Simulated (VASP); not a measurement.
# GaP (Pa-3) in VASP: a series of runs

Runs on GaP. Level: LDA. Tasks: relaxation of cell and atoms, single point.

All numbers are computed with VASP 6.6.1; they aren't measurements. Logs are shortened: lines on timing, memory, paths and dates and some standing lists are left out, and cuts for length are marked.

### Step 1. The cell of the first run

The structure is cubic, space group Pa-3 (No. 205). The conventional cell has a = 6.400 Å, b = 6.400 Å, c = 6.400 Å, α = 90.00°, β = 90.00°, γ = 90.00°. Ga (site symmetry 3) has 1 Ga at 2.10 Å and 3 P at 2.31 Å within 2.8 Å. P (site symmetry 3) has 1 P at 2.29 Å and 3 Ga at 2.31 Å within 3.0 Å.

### Step 2. Relaxation of cell and atoms, LDA, target pressure 12 GPa, at which the enthalpy is minimised

File INCAR:

```
SYSTEM = GaP
ALGO = Normal ; EDIFF = 1E-7
EDIFFG = -0.005 ; ENCUT = 500
GGA_COMPAT = .FALSE. ; IBRION = 2
ISIF = 3 ; ISMEAR = 0
LASPH = .TRUE. ; LCHARG = .FALSE.
LREAL = .FALSE. ; LWAVE = .FALSE.
NELM = 120 ; NELMIN = 4
NSW = 80 ; PREC = Accurate
PSTRESS = 120.0 ; SIGMA = 0.03
```

File KPOINTS:

```
k-points
0
G
  6 6 6
  0 0 0
```

File POSCAR:

```
GaP
1.0
    6.4000000000      0.0000000000      0.0000000000
    0.0000000000      6.4000000000      0.0000000000
    0.0000000000      0.0000000000      6.4000000000
Ga P
8 8
Direct
    0.0947000000      0.0947000000      0.0947000000
    0.9053000000      0.9053000000      0.9053000000
    0.4053000000      0.9053000000      0.5947000000
    0.5947000000      0.0947000000      0.4053000000
    0.5947000000      0.4053000000      0.9053000000
    0.4053000000      0.5947000000      0.0947000000
    0.9053000000      0.5947000000      0.4053000000
    0.0947000000      0.4053000000      0.5947000000
    0.6033000000      0.6033000000      0.6033000000
    0.3967000000      0.3967000000      0.3967000000
    0.8967000000      0.3967000000      0.1033000000
    0.1033000000      0.6033000000      0.8967000000
    0.1033000000      0.8967000000      0.3967000000
    0.8967000000      0.1033000000      0.6033000000
    0.3967000000      0.1033000000      0.8967000000
    0.6033000000      0.8967000000      0.1033000000
```

Potentials or basis: VASP PAW LDA potentials, release 64 (Ga_d, P).

On the command line:

```
$ cat potpaw_LDA.64/Ga_d/POTCAR potpaw_LDA.64/P/POTCAR > POTCAR
$ mpirun -np 1 vasp_std > vasp.out
```

OUTCAR:

```text
SYSTEM = GaP
   EDIFF = 1E-7
   EDIFFG = -0.005
   ENCUT = 500
   IBRION = 2
   ISIF = 3
   ISMEAR = 0
   LASPH = .TRUE.
   LREAL = .FALSE.
   NELM = 120
   NELMIN = 4
   NSW = 80
   PREC = Accurate
   PSTRESS = 120.0

 ion  position               nearest neighbor table
   1  0.095  0.095  0.095-   2 2.10  11 2.31  13 2.31  15 2.31
   2  0.905  0.905  0.905-   1 2.10  12 2.31  14 2.31  16 2.31
   3  0.405  0.905  0.595-   4 2.10   9 2.31  13 2.31  15 2.31
   4  0.595  0.095  0.405-   3 2.10  10 2.31  14 2.31  16 2.31
   5  0.595  0.405  0.905-   6 2.10   9 2.31  11 2.31  15 2.31
   6  0.405  0.595  0.095-   5 2.10  10 2.31  12 2.31  16 2.31
[... 8 lines left out ...]
  15  0.397  0.103  0.897-  16 2.29   3 2.31   5 2.31   1 2.31
  16  0.603  0.897  0.103-  15 2.29   4 2.31   6 2.31   2 2.31

  LATTYP: Found a simple cubic cell.
 ALAT       =     6.4000000000

  Lattice vectors:

 A1 = (   6.4000000000,   0.0000000000,   0.0000000000)
 A2 = (   0.0000000000,   6.4000000000,   0.0000000000)
 A3 = (   0.0000000000,   0.0000000000,   6.4000000000)

Analysis of symmetry for initial positions (statically):
=====================================================================
 Subroutine PRICEL returns:
 Original cell was already a primitive cell.

 Routine SETGRP: Setting up the symmetry group for a
 simple cubic supercell.

 Subroutine GETGRP returns: Found 24 space group operations
 (whereof  6 operations were pure point group operations)
 out of a pool of 48 trial point group operations.

The static configuration has the point symmetry S_6 .
 The point group associated with its full space group is T_h .

Analysis of symmetry for dynamics (positions and initial velocities):
=====================================================================
 Subroutine PRICEL returns:
 Original cell was already a primitive cell.

 Routine SETGRP: Setting up the symmetry group for a
 simple cubic supercell.

 Subroutine GETGRP returns: Found 24 space group operations
 (whereof  6 operations were pure point group operations)
 out of a pool of 48 trial point group operations.

The dynamic configuration has the point symmetry S_6 .
 The point group associated with its full space group is T_h .

 Subroutine INISYM returns: Found 24 space group operations
 (whereof  6 operations are pure point group operations),
 and found     1 'primitive' translations

----------------------------------------------------------------------------------------

[... 136 lines left out ...]
   IALGO  =     38    algorithm
   IMIX   =      4    mixing-type and parameters
     AMIX     =   0.40;   BMIX     =  1.00
     AMIX_MAG =   1.60;   BMIX_MAG =  1.00
  volume/ion in A,a.u.               =      16.38       110.56
  Fermi-wavevector in a.u.,A,eV,Ry     =   1.340754  2.533657 24.458113  1.797621
  Thomas-Fermi vector in A             =   2.469042
   LORBIT       =      0    0 simple, 1 ext, 2 COOP (PROOUT), +10 PAW based schemes
   GGA     = CA    functional components
   LHFCALC =     F    Hartree Fock is set to
   AEXX    =    0.0000 exact exchange contribution
   IVDW    =     0    specifies the selected vdW correction
   LEPSILON=     F    determine dielectric tensor
   LRPA    =     F    only Hartree local field effects (RPA)
 conjugate gradient relaxation of ions
 non-spin polarized calculation
 Gauss-broadening in eV      SIGMA  =   0.03
  energy-cutoff  :      500.00
  volume of cell :      262.14
 maximum number of plane-waves:      6704
 NGX is ok and might be reduce to    48
   NGX = 23   NGY = 23   NGZ = 23

--------------------------------------- Ionic step        1  -------------------------------------------

 number of electron     143.9999974 magnetization

 Free energy of the ion-electron system (eV)
  ---------------------------------------------------
  ext. energy  EPLUGINS =         0.00000000
  ---------------------------------------------------
  free energy    TOTEN  =       -75.72988964 eV

  energy without entropy =      -75.72674330  energy(sigma->0) =      -75.72831647

------------------------ aborting loop because EDIFF is reached ----------------------------------------

  FORCE on cell =-STRESS in cart. coord.  units (eV):
  Direction    XX          YY          ZZ          XY          YZ          ZX
  --------------------------------------------------------------------------------------
  -------------------------------------------------------------------------------------
  Total       21.6447933     21.6447933     21.6447933     -0.0000000      0.0000000      0.0000000
  in kB      132.2891128    132.2891128    132.2891128     -0.0000000      0.0000000      0.0000000
  external PRESSURE =      12.2891128 kB  Pullay stress =     120.0000000 kB
[... 139 lines left out ...]
  energy  without entropy=      -77.8102944222  energy(sigma->0) =      -77.81126181

  enthalpy is  TOTEN    =       -57.9027935241 eV   P V=       19.9094356764

[... ionic steps 4 to 8 ...]

--------------------------------------- Ionic step        9  -------------------------------------------

 number of electron     144.0000100 magnetization

------------------------ aborting loop because EDIFF is reached ----------------------------------------
[... 99 lines left out ...]
--------------------------------------- Ionic step       11  -------------------------------------------

 number of electron     144.0000098 magnetization

 Free energy of the ion-electron system (eV)
  ---------------------------------------------------
  ext. energy  EPLUGINS =         0.00000000
  ---------------------------------------------------
  free energy    TOTEN  =       -77.22889470 eV

  energy without entropy =      -77.22706266  energy(sigma->0) =      -77.22797868

 E-fermi :   7.8107     XC(G=0): -11.4240

 val. band max:        7.8048877058   @ k =   0.5000   0.3333   0.0000
 cond. band min:       7.8163923584   @ k =   0.1667   0.1667   0.0000
 fundamental gap:      0.0115046526
 Fermi energy:         7.8107178836

 k-point     1 :       0.0000    0.0000    0.0000
  band No.  band energies     occupation
      1      -8.0341      2.00000
      2      -7.9449      2.00000
      3      -7.9449      2.00000
      4      -7.9449      2.00000
      5      -7.8166      2.00000
      6      -7.8166      2.00000
[... 2077 lines left out ...]
     83      11.2999      0.00000
     84      11.2999      0.00000
 [bands above 84 left out]

------------------------ aborting loop because EDIFF is reached ----------------------------------------

  FORCE on cell =-STRESS in cart. coord.  units (eV):
  Direction    XX          YY          ZZ          XY          YZ          ZX
  --------------------------------------------------------------------------------------
  -------------------------------------------------------------------------------------
  Total       19.1865487     19.1865487     19.1865487     -0.0000000      0.0000000      0.0000000
  in kB      120.0698080    120.0698080    120.0698080     -0.0000000      0.0000000      0.0000000
  external PRESSURE =       0.0698080 kB  Pullay stress =     120.0000000 kB
[... 35 lines left out ...]
  energy  without entropy=      -77.2270626603  energy(sigma->0) =      -77.22797868

  enthalpy is  TOTEN    =       -58.0535009172 eV   P V=       19.1753937833

 reached required accuracy - stopping structural energy minimisation
```

CONTCAR:

```text
GaP
   1.00000000000000
     6.3497682635594899   -0.0000000000000000    0.0000000000000000
    -0.0000000000000000    6.3497682635594899   -0.0000000000000000
    -0.0000000000000000   -0.0000000000000000    6.3497682635594899
  Ga              P
     8     8
Direct
     0.1083033489144291    0.1083033489144291    0.1083033489144291
     0.8916966510855708    0.8916966510855708    0.8916966510855708
     0.3916966510855709    0.8916966510855708    0.6083033489144292
     0.6083033489144292    0.1083033489144291    0.3916966510855709
     0.6083033489144292    0.3916966510855709    0.8916966510855708
     0.3916966510855709    0.6083033489144292    0.1083033489144291
[... 8 lines left out ...]
     0.4004804987865702    0.0995195012134298    0.9004804987865702
     0.5995195012134298    0.9004804987865702    0.0995195012134298

  0.00000000E+00  0.00000000E+00  0.00000000E+00
  0.00000000E+00  0.00000000E+00  0.00000000E+00
  0.00000000E+00  0.00000000E+00  0.00000000E+00
  0.00000000E+00  0.00000000E+00  0.00000000E+00
  0.00000000E+00  0.00000000E+00  0.00000000E+00
  0.00000000E+00  0.00000000E+00  0.00000000E+00
[... 8 lines left out ...]
  0.00000000E+00  0.00000000E+00  0.00000000E+00
  0.00000000E+00  0.00000000E+00  0.00000000E+00
```

Wall time 52 min (1 thread of Intel Xeon 6975P-C (Granite Rapids), shared host); peak memory 0.51 GiB.

Results:

| Property | Result |
| --- | --- |
| Free energy | -77.2289 eV |
| Relaxed volume | 16.00 Å³/atom |
| Relaxed cell | a = 6.350 Å, b = 6.350 Å, c = 6.350 Å, α = 90.00°, β = 90.00°, γ = 90.00° |
| Space group after relaxing (to 0.1 Å) | Pa-3 (No. 205) |
| Energy change on relaxing (the run minimises the enthalpy) | -93.7 meV/atom |
| Ionic steps | 11 |
| Pressure after relaxing | 12.0 GPa |
| Largest force after relaxing | 0.003 eV/Å |
| Band gap on the k mesh | zero (bands 72 and 73 overlap by 0.59 eV) |

Forces on the atoms (eV/Å):
```
Ga   0.001  0.001  0.001
Ga  -0.001 -0.001 -0.001
Ga  -0.001 -0.001  0.001
Ga   0.001  0.001 -0.001
Ga   0.001 -0.001 -0.001
Ga  -0.001  0.001  0.001
Ga  -0.001  0.001 -0.001
Ga   0.001 -0.001  0.001
P   -0.002 -0.002 -0.002
P    0.002  0.002  0.002
P    0.002  0.002 -0.002
P   -0.002 -0.002  0.002
P   -0.002  0.002  0.002
P    0.002 -0.002 -0.002
P    0.002 -0.002  0.002
P   -0.002  0.002 -0.002
```

The path:
| step | energy change (eV) | largest force (eV/Å) | pressure (GPa) | volume (Å³) |
| --- | --- | --- | --- | --- |
| 1 | 0.0000 | 3.6300 | 13.23 | 262.14 |
| 2 | -2.0865 | 0.3877 | 6.62 | 266.94 |
| 3 | -2.0823 | 0.2576 | 7.48 | 265.82 |
| 4 | -0.8990 | 0.3740 | 16.13 | 249.37 |
| 5 | -1.5367 | 0.0646 | 11.99 | 256.56 |
| 6 | -1.5229 | 0.0719 | 12.02 | 256.38 |
| 7 | -1.5072 | 0.0395 | 12.07 | 256.14 |
| 8 | -1.4872 | 0.0091 | 12.09 | 255.86 |
| 9 | -1.4850 | 0.0064 | 12.10 | 255.83 |
| 10 | -1.5150 | 0.0069 | 11.88 | 256.23 |
| 11 | -1.4990 | 0.0032 | 12.01 | 256.02 |

Final structure:
```xyz
16
Lattice="6.3498 0.0000 0.0000 0.0000 6.3498 0.0000 0.0000 0.0000 6.3498" Properties=species:S:1:pos:R:3 pbc="T T T"
Ga    0.6877    0.6877    0.6877
Ga    5.6621    5.6621    5.6621
Ga    2.4872    5.6621    3.8626
Ga    3.8626    0.6877    2.4872
Ga    3.8626    2.4872    5.6621
Ga    2.4872    3.8626    0.6877
Ga    5.6621    3.8626    2.4872
Ga    0.6877    2.4872    3.8626
P     3.8068    3.8068    3.8068
P     2.5430    2.5430    2.5430
P     5.7178    2.5430    0.6319
P     0.6319    3.8068    5.7178
P     0.6319    5.7178    2.5430
P     5.7178    0.6319    3.8068
P     2.5430    0.6319    5.7178
P     3.8068    5.7178    0.6319
```

Levels at points of the mesh, in eV from the Fermi level:
```
           k point  band 68  band 69  band 70  band 71  band 72  band 73  band 74  band 75  band 76  band 77
(0.00, 0.00, 0.00)    -2.12    -0.86    -0.66     0.46     0.46     0.46     2.42     2.42     2.42     2.64
(0.50, 0.00, 0.00)    -2.12    -1.43    -1.43    -0.08    -0.08     0.39     0.39     1.14     1.14     1.78
(0.50, 0.50, 0.00)    -3.14    -1.02    -1.02    -1.02    -1.02     0.48     0.48     0.48     0.48     1.95
(0.50, 0.50, 0.50)    -3.38    -2.27    -2.27    -2.27    -2.27     1.86     1.86     1.86     1.86     2.17
```

Caveat: the cell is relaxed towards a set pressure, so the run minimises the enthalpy, not the energy; semilocal functionals underestimate gaps, and a narrow one can read as zero.

### Step 3. Single point, LDA

This run uses another cell than the first one, of 14.17 Å³/atom.

File INCAR:

```
SYSTEM = GaP
  ALGO = Normal
  EDIFF = 1E-6
  ENCUT = 500
  GGA = CA
  GGA_COMPAT = .FALSE.
  ISIF = 2
  ISMEAR = 0
  LASPH = .TRUE.
  LCHARG = .FALSE.
  LREAL = .FALSE.
  LWAVE = .FALSE.
  NBANDS = 86
  NELM = 120
  PREC = Accurate
  SIGMA = 0.03
```

KPOINTS is that of step 2.

File POSCAR:

```
GaP
1.0
    6.0977519513      0.0000000000      0.0000000000
    0.0000000000      6.0977519513      0.0000000000
    0.0000000000      0.0000000000      6.0977519513
Ga P
8 8
Direct
    0.1138148431      0.1138148431      0.1138148431
    0.8861851569      0.8861851569      0.8861851569
    0.3861851569      0.8861851569      0.6138148431
    0.6138148431      0.1138148431      0.3861851569
    0.6138148431      0.3861851569      0.8861851569
    0.3861851569      0.6138148431      0.1138148431
    0.8861851569      0.6138148431      0.3861851569
    0.1138148431      0.3861851569      0.6138148431
    0.6052978764      0.6052978764      0.6052978764
    0.3947021236      0.3947021236      0.3947021236
    0.8947021236      0.3947021236      0.1052978764
    0.1052978764      0.6052978764      0.8947021236
    0.1052978764      0.8947021236      0.3947021236
    0.8947021236      0.1052978764      0.6052978764
    0.3947021236      0.1052978764      0.8947021236
    0.6052978764      0.8947021236      0.1052978764
```

Potentials or basis: VASP PAW LDA potentials, release 64 (Ga_d, P).

On the command line:

```
$ cat potpaw_LDA.64/Ga_d/POTCAR potpaw_LDA.64/P/POTCAR > POTCAR
$ mpirun -np 1 vasp_std > vasp.out
```

Wall time 8.6 min (1 thread of Intel Xeon Platinum 8488C (Sapphire Rapids), shared host); peak memory 0.44 GiB.

It converged, with:

* Free energy: -73.4589 eV
* Pressure: 30.9 GPa
* Largest force: 0.019 eV/Å
* Band gap on the k mesh: zero (bands 72 and 73 overlap by 1.03 eV)

Forces on the atoms (eV/Å):
```
Ga   0.011  0.011  0.011
Ga  -0.011 -0.011 -0.011
Ga  -0.011 -0.011  0.011
Ga   0.011  0.011 -0.011
Ga   0.011 -0.011 -0.011
Ga  -0.011  0.011  0.011
Ga  -0.011  0.011 -0.011
Ga   0.011 -0.011  0.011
P   -0.010 -0.010 -0.010
P    0.010  0.010  0.010
P    0.010  0.010 -0.010
P   -0.010 -0.010  0.010
P   -0.010  0.010  0.010
P    0.010 -0.010 -0.010
P    0.010 -0.010  0.010
P   -0.010  0.010 -0.010
```

Levels at points of the mesh, in eV from the Fermi level:
```
           k point  band 70  band 71  band 72  band 73  band 74  band 75
(0.00, 0.00, 0.00)    -0.15     0.96     0.96     0.96     2.63     2.63
(0.50, 0.00, 0.00)    -1.63    -0.10    -0.10     1.05     1.05     1.32
(0.50, 0.50, 0.00)    -0.85    -0.85    -0.85     0.35     0.35     0.35
(0.50, 0.50, 0.50)    -2.37    -2.37    -2.37     2.38     2.38     2.38
```

Caveat: the cell stands under pressure.

### Step 4. Single point, LDA

This run uses another cell than the first one, of 15.98 Å³/atom.

File INCAR:

```
SYSTEM = GaP
PREC     = Accurate       ! precision mode
ENCUT    = 500            ! plane-wave cutoff, eV
EDIFF    = 1E-6           ! SCF threshold, eV
ISMEAR   = 0              ! smearing method
SIGMA    = 0.03           ! smearing width, eV
LREAL    = .False.        ! projectors in reciprocal space
LASPH    = .True.         ! aspherical terms in the spheres
NELM     = 120            ! most SCF steps
ALGO     = Normal         ! electronic algorithm
ISIF     = 2              ! what is computed and relaxed
LWAVE    = .False.        ! write WAVECAR
LCHARG   = .False.        ! write CHGCAR
GGA      = CA             ! functional
NBANDS   = 86             ! bands
GGA_COMPAT= .False.
```

File KPOINTS:

```
regular mesh
0
Gamma
  6 6 6
  0 0 0
```

File POSCAR:

```
GaP
1.0
    6.3474029033      0.0000000000      0.0000000000
    0.0000000000      6.3474029033      0.0000000000
    0.0000000000      0.0000000000      6.3474029033
Ga P
8 8
Direct
    0.1082563696      0.1082563696      0.1082563696
    0.8917436304      0.8917436304      0.8917436304
    0.3917436304      0.8917436304      0.6082563696
    0.6082563696      0.1082563696      0.3917436304
    0.6082563696      0.3917436304      0.8917436304
    0.3917436304      0.6082563696      0.1082563696
    0.8917436304      0.6082563696      0.3917436304
    0.1082563696      0.3917436304      0.6082563696
    0.5996712178      0.5996712178      0.5996712178
    0.4003287822      0.4003287822      0.4003287822
    0.9003287822      0.4003287822      0.0996712178
    0.0996712178      0.5996712178      0.9003287822
    0.0996712178      0.9003287822      0.4003287822
    0.9003287822      0.0996712178      0.5996712178
    0.4003287822      0.0996712178      0.9003287822
    0.5996712178      0.9003287822      0.0996712178
```

On the command line:

```
$ cat potpaw_LDA.64/Ga_d/POTCAR potpaw_LDA.64/P/POTCAR > POTCAR
$ mpirun -np 1 vasp_std > vasp.out
```

It took 9.3 min on 1 thread of Intel Xeon Platinum 8488C (Sapphire Rapids), shared host; peak memory 0.48 GiB.

Results (log left out):

```yaml
Free_energy: -77.2059 eV
Pressure: 12.1 GPa
Largest_force: 0.026 eV/Å
Band_gap_on_the_k_mesh: zero (bands 72 and 73 overlap by 0.60 eV)
```

Forces in eV/Å, atoms in the order of the input:
```
Ga   0.010  0.010  0.010
Ga  -0.010 -0.010 -0.010
Ga  -0.010 -0.010  0.010
Ga   0.010  0.010 -0.010
Ga   0.010 -0.010 -0.010
Ga  -0.010  0.010  0.010
Ga  -0.010  0.010 -0.010
Ga   0.010 -0.010  0.010
P   -0.015 -0.015 -0.015
P    0.015  0.015  0.015
P    0.015  0.015 -0.015
P   -0.015 -0.015  0.015
P   -0.015  0.015  0.015
P    0.015 -0.015 -0.015
P    0.015 -0.015  0.015
P   -0.015  0.015 -0.015
```

Levels at points of the mesh, in eV from the Fermi level:
```csv
k point,band 68,band 69,band 70,band 71,band 72,band 73,band 74,band 75,band 76,band 77
"(0.00, 0.00, 0.00)",-2.12,-0.86,-0.66,0.46,0.46,0.46,2.43,2.43,2.43,2.63
"(0.50, 0.00, 0.00)",-2.12,-1.44,-1.44,-0.08,-0.08,0.39,0.39,1.14,1.14,1.79
"(0.50, 0.50, 0.00)",-3.13,-1.02,-1.02,-1.02,-1.02,0.48,0.48,0.48,0.48,1.96
"(0.50, 0.50, 0.50)",-3.38,-2.28,-2.28,-2.28,-2.28,1.87,1.87,1.87,1.87,2.16
```

Caveat: the cell stands under pressure; semilocal functionals underestimate gaps, and a narrow one can read as zero.

(Part 1 of 2 ends here.)
